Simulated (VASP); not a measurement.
# AlN (I-4m2) in VASP: notebook, part 2 of 2

VASP 6.6.1. Earlier steps stand in the parts before.

**3. Single point, r2SCAN (strain +0.0250 x Voigt [0, 0, 1, 0, 0, 0])**

The input, POSCAR:

```
AlN
1.0
    0.0000000000      2.1839935596      2.2385933986
    2.1839935596      0.0000000000      2.2385933986
    2.1839935596      2.1839935596      0.0000000000
Al N
1 1
Direct
    0.0000000000      0.0000000000      0.0000000000
    0.7500000000      0.7500000000      0.7500000000
```

The input, INCAR.step1:

```
SYSTEM = AlN
ALGO = Normal
EDIFF = 1E-4
ENCUT = 520
GGA = PE
ISMEAR = 0
LASPH = .TRUE.
LCHARG = .FALSE.
LREAL = .FALSE.
LWAVE = .TRUE.
NBANDS = 11
NELM = 80
PREC = Accurate
SIGMA = 0.05
```

The input, INCAR.step2:

```
SYSTEM = AlN
ALGO = Normal
EDIFF = 1E-7
ENCUT = 520
ISIF = 2
ISMEAR = 0
ISTART = 1
LASPH = .TRUE.
LCHARG = .FALSE.
LMIXTAU = .TRUE.
LREAL = .FALSE.
LWAVE = .FALSE.
METAGGA = R2SCAN
NBANDS = 11
NELM = 80
PREC = Accurate
SIGMA = 0.05
```

The input, KPOINTS:

```
k-points
0
G
  10 10 10
  0 0 0
```

Potentials or basis: VASP PAW PBE potentials, release 64 (Al, N).

Launch:

```
$ cat potpaw_PBE.64/Al/POTCAR potpaw_PBE.64/N/POTCAR > POTCAR
$ cp INCAR.step1 INCAR
$ mpirun -np 1 vasp_std > vasp.out
$ cp INCAR.step2 INCAR
$ mpirun -np 1 vasp_std > vasp.out
```

OUTCAR:

```text
SYSTEM = AlN
   EDIFF = 1E-7
   ENCUT = 520
   ISIF = 2
   ISMEAR = 0
   ISTART = 1
   LASPH = .TRUE.
   LREAL = .FALSE.
   METAGGA = R2SCAN
   NELM = 80
   PREC = Accurate

 ion  position               nearest neighbor table
   1  0.000  0.000  0.000-   2 1.91   2 1.91   2 1.91   2 1.91
   2  0.750  0.750  0.750-   1 1.91   1 1.91   1 1.91   1 1.91

  LATTYP: Found a body centered tetragonal cell.
 ALAT       =     3.0886333121
 C/A-ratio  =     1.4495689014

  Lattice vectors:

 A1 = (  -2.1839935596,   0.0000000000,   2.2385933986)
 A2 = (   2.1839935596,   0.0000000000,   2.2385933986)
 A3 = (   0.0000000000,   2.1839935596,  -2.2385933986)

Analysis of symmetry for initial positions (statically):
=====================================================================
 Subroutine PRICEL returns:
 Original cell was already a primitive cell.

 Routine SETGRP: Setting up the symmetry group for a
 body centered tetragonal supercell.

 Subroutine GETGRP returns: Found  8 space group operations
 (whereof  8 operations were pure point group operations)
 out of a pool of 16 trial point group operations.

The static configuration has the point symmetry D_2d.

Analysis of symmetry for dynamics (positions and initial velocities):
=====================================================================
 Subroutine PRICEL returns:
 Original cell was already a primitive cell.

 Routine SETGRP: Setting up the symmetry group for a
 body centered tetragonal supercell.

 Subroutine GETGRP returns: Found  8 space group operations
 (whereof  8 operations were pure point group operations)
 out of a pool of 16 trial point group operations.

The dynamic configuration has the point symmetry D_2d.

 Subroutine INISYM returns: Found  8 space group operations
 (whereof  8 operations are pure point group operations),
 and found     1 'primitive' translations

----------------------------------------------------------------------------------------

                                     Primitive cell

  volume of cell :      21.3554

  direct lattice vectors                    reciprocal lattice vectors
     0.000000000  2.183993560  2.238593399    -0.228938404  0.228938404  0.223354541
     2.183993560  0.000000000  2.238593399     0.228938404 -0.228938404  0.223354541
     2.183993560  2.183993560  0.000000000     0.228938404  0.228938404 -0.223354541

  length of vectors
     3.127479540  3.127479540  3.088633312     0.393335527  0.393335527  0.393335527

  position of ions in fractional coordinates (direct lattice)
     0.000000000  0.000000000  0.000000000
     0.750000000  0.750000000  0.750000000

  ion indices of the primitive-cell ions
   primitive index   ion index
                 1           1
                 2           2

----------------------------------------------------------------------------------------

 KPOINTS: k-points

Automatic generation of k-mesh.
 Grid dimensions read from file:
 generate k-points for:   10   10   10

 Generating k-lattice:

  Cartesian coordinates                     Fractional coordinates (reciprocal lattice)
    -0.022893840  0.022893840  0.022335454     0.100000000  0.000000000  0.000000000
     0.022893840 -0.022893840  0.022335454     0.000000000  0.100000000  0.000000000
     0.022893840  0.022893840 -0.022335454     0.000000000  0.000000000  0.100000000

  Length of vectors
     0.039333553  0.039333553  0.039333553

  Shift w.r.t. Gamma in fractional coordinates (k-lattice)
     0.000000000  0.000000000  0.000000000

 Subroutine IBZKPT returns following result:
 ===========================================

 Found    102 irreducible k-points:

 Following reciprocal coordinates:
            Coordinates               Weight
  0.000000  0.000000  0.000000      1.000000
  0.100000 -0.000000  0.000000      8.000000
  0.200000 -0.000000  0.000000      8.000000
  0.300000 -0.000000  0.000000      8.000000
  0.400000 -0.000000  0.000000      8.000000
  0.500000  0.000000  0.000000      4.000000
[... 16 lines left out ...]
  0.300000  0.300000  0.000000      2.000000
  0.400000  0.300000  0.000000      8.000000
 [... further k-points ...]
   k-points           NKPTS =    102   k-points in BZ     NKDIM =    102   number of bands    NBANDS=     11
   number of dos      NEDOS =    301   number of ions     NIONS =      2
   total plane-waves  NPLWV =  13824
   dimension x,y,z NGX =    24 NGY =   24 NGZ =   24
   dimension x,y,z NGXF=    48 NGYF=   48 NGZF=   48
   ions per type =               1   1
   NGX,Y,Z   is equivalent  to a cutoff of  12.76, 12.76, 12.92 a.u.
   NGXF,Y,Z  is equivalent  to a cutoff of  25.52, 25.52, 25.84 a.u.
 SYSTEM =  AlN
   PREC   = accura    normal or accurate (medium, high low for compatibility)
   ISTART =      1    job   : 0-new  1-cont  2-samecut
   ICHARG =      0    charge: 1-file 2-atom 10-const
   ISPIN  =      1    spin polarized calculation?
   LNONCOLLINEAR =      F non collinear calculations
   LSORBIT =      F    spin-orbit coupling
   LASPH  =      T    aspherical Exc in radial PAW
   ENCUT  =  520.0 eV  38.22 Ry    6.18 a.u.   5.82  5.82  5.74*2*pi/ulx,y,z
   NELM   =     80;   NELMIN=  2; NELMDL=  0     # of ELM steps
   EDIFF  = 0.1E-06   stopping-criterion for ELM
   LREAL  =      F    real-space projection
   EDIFFG = 0.1E-05   stopping-criterion for IOM
   NSW    =      0    number of steps for IOM
   IBRION =     -1    ionic relax: 0-MD 1-quasi-New 2-CG
   NFREE  =      0    steps in history (QN), initial steepest desc. (CG)
   ISIF   =      2    stress and relaxation
   ISYM   =      2    0-nonsym 1-usesym 2-fastsym
   POTIM  = 0.5000    time-step for ionic-motion
   TEBEG  =    0.0;   TEEND  =   0.0 temperature during run
   PSTRESS=    0.0 pullay stress
   NELECT =       8.0000    total number of electrons
   NUPDOWN=      -1.0000    fix difference up-down
   EMIN   =  10.00;   EMAX   =-10.00  energy-range for DOS
   EFERMI =   0.00;   METHOD = LEGACY
   ISMEAR =     0;   SIGMA  =   0.05  broadening in eV -4-tet -1-fermi 0-gaus
   EFERMI_NEDOS =   21; number of points for ismear=-14 and -15
   IALGO  =     38    algorithm
   IMIX   =      4    mixing-type and parameters
     AMIX     =   0.40;   BMIX     =  1.00
     AMIX_MAG =   1.60;   BMIX_MAG =  1.00
  volume/ion in A,a.u.               =      10.68        72.06
  Fermi-wavevector in a.u.,A,eV,Ry     =   1.180145  2.230151 18.949421  1.392743
  Thomas-Fermi vector in A             =   2.316443
   LORBIT       =      0    0 simple, 1 ext, 2 COOP (PROOUT), +10 PAW based schemes
   METAGGA = R2SCAN    functional components
   LHFCALC =     F    Hartree Fock is set to
   AEXX    =    0.0000 exact exchange contribution
   IVDW    =     0    specifies the selected vdW correction
   LEPSILON=     F    determine dielectric tensor
   LRPA    =     F    only Hartree local field effects (RPA)
 non-spin polarized calculation
 Gauss-broadening in eV      SIGMA  =   0.05
  energy-cutoff  :      520.00
  volume of cell :       21.36
 maximum number of plane-waves:       596
   NGX = 11   NGY = 11   NGZ = 11

 number of electron       8.0000001 magnetization

 Free energy of the ion-electron system (eV)
  ---------------------------------------------------
  ext. energy  EPLUGINS =         0.00000000
  ---------------------------------------------------
  free energy    TOTEN  =       -19.16736715 eV

  energy without entropy =      -19.16736715  energy(sigma->0) =      -19.16736715

 E-fermi :   5.7864     XC(G=0): -11.3076

 val. band max:        5.5049907332   @ k =   0.0000   0.0000   0.0000
 cond. band min:       9.3473100163   @ k =   0.5000   0.0000   0.5000
 fundamental gap:      3.8423192831
 Fermi energy:         5.7863923093

 k-point     1 :       0.0000    0.0000    0.0000
  band No.  band energies     occupation
      1     -10.1329      2.00000
      2       5.3946      2.00000
      3       5.5050      2.00000
      4       5.5050      2.00000
      5      10.1274      0.00000
      6      18.7260      0.00000
      7      18.7260      0.00000
      8      18.7604      0.00000
      9      23.3536      0.00000
     10      24.2052      0.00000
     11      24.8556      0.00000
[... 309 lines left out ...]
 k-point    24 :       0.4000    0.3000    0.0000
  band No.  band energies     occupation
      1      -8.2623      2.00000
      2       1.2415      2.00000
      3       3.8465      2.00000
      4       4.1820      2.00000
      5      10.9955      0.00000
      6      15.9471      0.00000
      7      18.1829      0.00000
      8      21.0191      0.00000
      9      21.5165      0.00000
     10      27.8152      0.00000
     11      29.8699      0.00000

 [... further k-points ...]
[... 5 lines left out ...]
  --------------------------------------------------------------------------------------
  -------------------------------------------------------------------------------------
  Total       -0.5119968     -0.5119968     -1.0382220      0.0000000      0.0000000      0.0000000
  in kB      -38.4122663    -38.4122663    -77.8920083      0.0000000      0.0000000      0.0000000
  external PRESSURE =     -51.5721803 kB  Pullay stress =       0.0000000 kB

 VOLUME and BASIS-vectors are now :
 -----------------------------------------------------------------------------
  energy-cutoff  :      520.00
  volume of cell :       21.36
      direct lattice vectors                 reciprocal lattice vectors
     0.000000000  2.183993560  2.238593399    -0.228938404  0.228938404  0.223354541
     2.183993560  0.000000000  2.238593399     0.228938404 -0.228938404  0.223354541
     2.183993560  2.183993560  0.000000000     0.228938404  0.228938404 -0.223354541

 POSITION                                       TOTAL-FORCE (eV/Angst)
 -----------------------------------------------------------------------------------
      0.00000      0.00000      0.00000        -0.000000     -0.000000     -0.000000
      3.27599      3.27599      3.35789         0.000000      0.000000      0.000000
 -----------------------------------------------------------------------------------
    total drift:                               -0.000001     -0.000001      0.000001

  FREE ENERGIE OF THE ION-ELECTRON SYSTEM (eV)
  ---------------------------------------------------
  free  energy   TOTEN  =       -19.1673671531 eV

  energy  without entropy=      -19.1673671531  energy(sigma->0) =      -19.16736715
```

OSZICAR.step1:

```text
N       E                     dE             d eps       ncg     rms          rms(c)
DAV:   1     0.113391241136E+02    0.11339E+02   -0.38706E+03  2292   0.604E+02
DAV:   2    -0.162099379603E+02   -0.27549E+02   -0.26038E+02  2651   0.137E+02
DAV:   3    -0.171721526166E+02   -0.96221E+00   -0.96042E+00  2759   0.240E+01
DAV:   4    -0.171773196207E+02   -0.51670E-02   -0.51667E-02  2571   0.192E+00
DAV:   5    -0.171773813328E+02   -0.61712E-04   -0.61712E-04  2733   0.204E-01    0.851E+00
DAV:   6    -0.148519757182E+02    0.23254E+01   -0.11930E+01  2648   0.172E+01    0.280E+00
DAV:   7    -0.148501649070E+02    0.18108E-02   -0.16060E-01  2484   0.319E+00    0.203E+00
DAV:   8    -0.148450705859E+02    0.50943E-02   -0.29587E-02  2460   0.162E+00    0.594E-01
DAV:   9    -0.148435390167E+02    0.15316E-02   -0.43711E-03  2730   0.392E-01    0.235E-01
DAV:  10    -0.148435848125E+02   -0.45796E-04   -0.45584E-04  2421   0.137E-01
   1 F= -.14843585E+02 E0= -.14843585E+02  d E =-.133676E-20
```

Wall time 29 s (1 thread of Intel Xeon 6975P-C (Granite Rapids), shared host); peak memory 0.15 GiB.

Results:

```
Free energy            : -19.1674 eV
Pressure               : -5.2 GPa
Band gap on the k mesh : 3.84 eV, indirect (least direct gap 4.62 eV)
```

Stress tensor (GPa, compression positive):
```
-3.84  0.00  0.00
 0.00 -3.84  0.00
 0.00  0.00 -7.79
```

Caveat: the cell differs from its parent crystal (strain +0.0250 x Voigt [0, 0, 1, 0, 0, 0]); the PAW data sets were made with another functional, which shifts forces and pressure a little. A k mesh can miss the band edges.

**4. Single point, r2SCAN (strain +0.0500 x Voigt [0, 0, 1, 0, 0, 0])**

The input, POSCAR:

```
AlN
1.0
    0.0000000000      2.1839935596      2.2931932376
    2.1839935596      0.0000000000      2.2931932376
    2.1839935596      2.1839935596      0.0000000000
Al N
1 1
Direct
    0.0000000000      0.0000000000      0.0000000000
    0.7500000000      0.7500000000      0.7500000000
```

The input, INCAR.step1:

```
ALGO = Normal ; EDIFF = 1E-4
ENCUT = 520 ; GGA = PE
ISMEAR = 0 ; LASPH = T
LCHARG = F ; LREAL = F
LWAVE = T ; NBANDS = 11
NELM = 80 ; PREC = Accurate
SIGMA = 0.05
```

The input, INCAR.step2:

```
ALGO = Normal ; EDIFF = 1E-6
ENCUT = 520 ; ISIF = 2
ISMEAR = 0 ; ISTART = 1
LASPH = T ; LCHARG = F
LMIXTAU = T ; LREAL = F
LWAVE = F ; METAGGA = R2SCAN
NBANDS = 11 ; NELM = 80
PREC = Accurate ; SIGMA = 0.05
```

The input, KPOINTS:

```
k-points
0
Gamma
  10 10 10
```

Launch:

```
$ cat potpaw_PBE.64/Al/POTCAR potpaw_PBE.64/N/POTCAR > POTCAR
$ cp INCAR.step1 INCAR
$ mpirun -np 1 vasp_std > vasp.out
$ cp INCAR.step2 INCAR
$ mpirun -np 1 vasp_std > vasp.out
```

It took 23 s on 1 thread of Intel Xeon 6975P-C (Granite Rapids), shared host; peak memory 0.15 GiB.

The run converged. Its results:

```yaml
Free_energy: -19.1303 eV
Pressure: -9.7 GPa
Band_gap_on_the_k_mesh: 3.74 eV, indirect (least direct gap 4.35 eV)
```

Stress tensor (GPa, compression positive):
```
 -6.86   0.00   0.00
  0.00  -6.86   0.00
  0.00   0.00 -15.26
```

Levels at points of the mesh, in eV from the valence-band top:
```csv
k point,band 1,band 2,band 3,band 4,band 5,band 6,band 7,band 8
"(0.00, 0.00, 0.00)",-15.56,-0.24,-0.01,-0.01,4.34,12.92,12.92,12.98
"(0.50, 0.00, 0.00)",-13.68,-5.78,-0.79,-0.36,7.55,10.38,11.24,11.98
"(0.50, 0.50, 0.00)",-13.23,-5.20,-1.58,-1.58,3.97,9.58,13.83,16.49
"(0.50, 0.00, 0.50)",-13.03,-4.74,-1.98,-1.96,3.74,8.81,14.69,15.37
```

Caveat: the cell differs from its parent crystal (strain +0.0500 x Voigt [0, 0, 1, 0, 0, 0]); the PAW data sets were made with another functional, which shifts forces and pressure a little.

**5. Single point, r2SCAN (strain +0.0750 x Voigt [0, 0, 1, 0, 0, 0])**

The input, POSCAR:

```
AlN
1.0
    0.0000000000      2.1839935596      2.3477930766
    2.1839935596      0.0000000000      2.3477930766
    2.1839935596      2.1839935596      0.0000000000
Al N
1 1
Direct
    0.0000000000      0.0000000000      0.0000000000
    0.7500000000      0.7500000000      0.7500000000
```

The input, INCAR.step1:

```
SYSTEM = AlN
ALGO = Normal ; EDIFF = 1E-4
ENCUT = 520 ; GGA = PE
ISMEAR = 0 ; LASPH = .TRUE.
LCHARG = .FALSE. ; LREAL = .FALSE.
LWAVE = .TRUE. ; NBANDS = 11
NELM = 80 ; PREC = Accurate
SIGMA = 0.05
```

The input, INCAR.step2:

```
SYSTEM = AlN
ALGO = Normal ; EDIFF = 1E-6
ENCUT = 520 ; ISIF = 2
ISMEAR = 0 ; ISTART = 1
LASPH = .TRUE. ; LCHARG = .FALSE.
LMIXTAU = .TRUE. ; LREAL = .FALSE.
LWAVE = .FALSE. ; METAGGA = R2SCAN
NBANDS = 11 ; NELM = 80
PREC = Accurate ; SIGMA = 0.05
```

The input, KPOINTS:

```
k-points
0
G
  10 10 10
  0 0 0
```

Launch:

```
$ cat potpaw_PBE.64/Al/POTCAR potpaw_PBE.64/N/POTCAR > POTCAR
$ cp INCAR.step1 INCAR
$ mpirun -np 1 vasp_std > vasp.out
$ cp INCAR.step2 INCAR
$ mpirun -np 1 vasp_std > vasp.out
```

Wall time 23 s (1 thread of Intel Xeon 6975P-C (Granite Rapids), shared host); peak memory 0.15 GiB.

It converged, with:

```
Free energy            : -19.0691 eV
Pressure               : -13.7 GPa
Band gap on the k mesh : 3.64 eV, indirect (least direct gap 4.08 eV)
```

Stress tensor (GPa, compression positive):
```
 -9.30   0.00   0.00
  0.00  -9.30   0.00
  0.00   0.00 -22.54
```

Levels at points of the mesh, in eV from the valence-band top:
| k point | band 2 | band 3 | band 4 | band 5 | band 6 | band 7 |
| --- | --- | --- | --- | --- | --- | --- |
| (0.00, 0.00, 0.00) | -0.37 | -0.02 | -0.02 | 4.05 | 12.62 | 12.62 |
| (0.50, 0.00, 0.00) | -5.75 | -0.94 | -0.31 | 7.16 | 10.16 | 10.99 |
| (0.50, 0.50, 0.00) | -5.33 | -1.48 | -1.48 | 3.98 | 9.62 | 13.18 |
| (0.50, 0.00, 0.50) | -4.66 | -2.08 | -2.04 | 3.64 | 8.48 | 14.40 |

Caveat: the cell differs from its parent crystal (strain +0.0750 x Voigt [0, 0, 1, 0, 0, 0]); the PAW data sets were made with another functional, which shifts forces and pressure a little.

**6. Overview**

```csv
cell,gap on the mesh (eV),pressure (GPa)
"a = 3.050, b = 3.050, c = 3.089 Å, angles 59.6, 59.6, 60.8°, 2 atoms",3.81,5.4
"a = 3.127, b = 3.127, c = 3.089 Å, angles 60.4, 60.4, 59.2°, 2 atoms",3.84,-5.2
"a = 3.167, b = 3.167, c = 3.089 Å, angles 60.8, 60.8, 58.4°, 2 atoms",3.74,-9.7
"a = 3.207, b = 3.207, c = 3.089 Å, angles 61.2, 61.2, 57.6°, 2 atoms",3.64,-13.7
```

Alike in all rows: task single point; level r2SCAN; potentials or basis VASP PAW PBE potentials, release 64 (Al, N); no spin polarisation; k mesh 10 × 10 × 10; cutoff (eV) 520; smearing gaussian 0.05 eV.

Caveats: the PAW data sets were made with another functional, which shifts forces and pressure a little.

Total energies depend on the potentials used, so only differences within one code and one set of settings carry meaning.
